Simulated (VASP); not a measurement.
Be2Zn5CdHg4Te12: single point with PBE

The system is Be2Zn5CdHg4Te12.

```xyz
24
Lattice="-6.2766 -6.3098 -0.0106 0.0116 6.3087 6.2744 -6.2517 6.2742 -6.2517" Properties=species:S:1:pos:R:3 pbc="T T T"
Be   -3.1882    0.0874    3.1584
Be   -6.2461    3.1195    3.1310
Zn   -6.2514    0.0993    6.2051
Zn   -9.2926   -0.1950   -3.0743
Zn   -3.0916    3.0848    0.0752
Zn   -9.3743    3.2320   -0.0274
Zn   -6.2699    6.1579    0.0318
Cd   -6.1417    9.3239   -2.9961
Te   -8.0250    5.0582   -4.7212
Te  -10.8767    1.2948   -4.6271
Te   -7.9648    1.5928   -1.5886
Te   -4.5956    4.6773   -1.4442
Te   -4.6302    1.6500    1.8256
Te   -1.5585    4.6027    1.5886
Te   -7.8796    7.5673   -1.5896
Te  -10.8174    4.8934   -1.5829
Te   -7.6936    4.5364    1.6709
Te   -4.7898    7.9753    1.3469
Te   -4.8674    4.6127    4.5225
Te   -7.6970    1.7354    4.6521
Hg   -9.4009    9.4064   -0.0002
Hg   -6.3731    3.3002   -3.2077
Hg   -6.2209    0.0611    0.0632
Hg   -3.1657    6.4036    3.0829
```

| Item | Value |
| --- | --- |
| Program | VASP 6.6.1 |
| Task | single point |
| Functional | PBE |
| Potentials or basis | VASP PAW PBE potentials, release 64 (Be, Zn, Cd, Te, Hg) |
| Cutoff | 520 eV |
| k mesh | 3 × 3 × 2 |
| Occupations | gaussian, width 0.1 eV |
| Spin | no spin polarisation |

| Item | Value |
| --- | --- |
| Pressure | 0.1 GPa |
| Largest force | 0.027 eV/Å |
| Band gap on the k mesh | 0.50 eV, direct |

Forces on the atoms (eV/Å):
```
Be  -0.001 -0.007 -0.007
Be  -0.007 -0.011 -0.003
Zn  -0.007 -0.015  0.000
Zn  -0.005 -0.015  0.003
Zn  -0.005 -0.024 -0.007
Zn   0.000  0.007 -0.003
Zn   0.000 -0.009 -0.008
Cd   0.002  0.003  0.011
Te   0.008  0.009  0.003
Te   0.004  0.011  0.000
Te   0.004  0.002  0.001
Te   0.009  0.011 -0.004
Te   0.010 -0.004 -0.004
Te   0.003  0.010  0.006
Te   0.015 -0.002  0.004
Te  -0.010 -0.001  0.001
Te   0.002  0.005  0.002
Te   0.004  0.001  0.008
Te   0.002 -0.013  0.009
Te  -0.003  0.011  0.008
Hg  -0.022 -0.003 -0.014
Hg  -0.008  0.011 -0.002
Hg  -0.001  0.009  0.008
Hg   0.005  0.014 -0.011
```

Levels at points of the mesh, in eV from the valence-band top:
```tsv
k point	band 96	band 97	band 98	band 99	band 100	band 101
(0.00, 0.00, 0.00)	-0.14	-0.10	0.00	0.50	1.21	1.29
(0.00, 0.00, 0.50)	-0.38	-0.31	-0.14	1.04	1.08	1.15
```

Run time: 18 min on 1 thread of Intel(R) Xeon(R) 6975P-C (Granite Rapids), with other jobs on the host, peak memory 1.2 GiB.

Caveat: spin-orbit coupling is left out, which moves the levels of the heavy elements.
